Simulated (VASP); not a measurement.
# CaB5: single point with PBE

Crystal: CaB5.

```
Ca B
1.0
     4.50912    0.00000    0.00000
    -2.25456    3.90501    0.00000
     0.00000    0.00000    2.89967
Ca B
1 5
Cartesian
  0.0000 0.0000 1.4498
  -1.1273 1.9525 0.0000
  2.2546 0.0000 0.0000
  1.1273 1.9525 0.0000
  2.2546 1.3017 1.4498
  0.0000 2.6033 1.4498
```

The cell was built from a structure type or drawn by symmetry, and may not be a known phase.

```json
{
  "Program": "VASP 6.6.1",
  "Task": "single point",
  "Functional": "PBE",
  "Potentials or basis": "VASP PAW PBE potentials, release 64 (Ca_sv, B)",
  "Cutoff": "520 eV",
  "k mesh": "9 × 9 × 14",
  "Occupations": "gaussian, width 0.1 eV",
  "Spin": "no spin polarisation"
}
```

* Pressure: 0.4 GPa
* Band gap on the k mesh: zero (an odd number of electrons rules out a gap without spin polarisation)

Stress tensor (GPa, compression positive):
```
0.45 0.00 0.00
0.00 0.45 0.00
0.00 0.00 0.31
```

Levels at points of the mesh, in eV from the Fermi level:
| k point | band 9 | band 10 | band 11 | band 12 | band 13 | band 14 | band 15 | band 16 |
| --- | --- | --- | --- | --- | --- | --- | --- | --- |
| (0.00, 0.00, 0.00) | -4.14 | -4.14 | -3.59 | -0.13 | 2.67 | 3.77 | 3.77 | 5.47 |
| (0.00, 0.00, 0.50) | -5.75 | -3.72 | -3.72 | -3.09 | -2.30 | -2.30 | 1.91 | 1.91 |

It took 100 s on 1 thread of Intel(R) Xeon(R) Platinum 8488C (Sapphire Rapids), with other jobs on the host, peak memory 0.24 GiB.
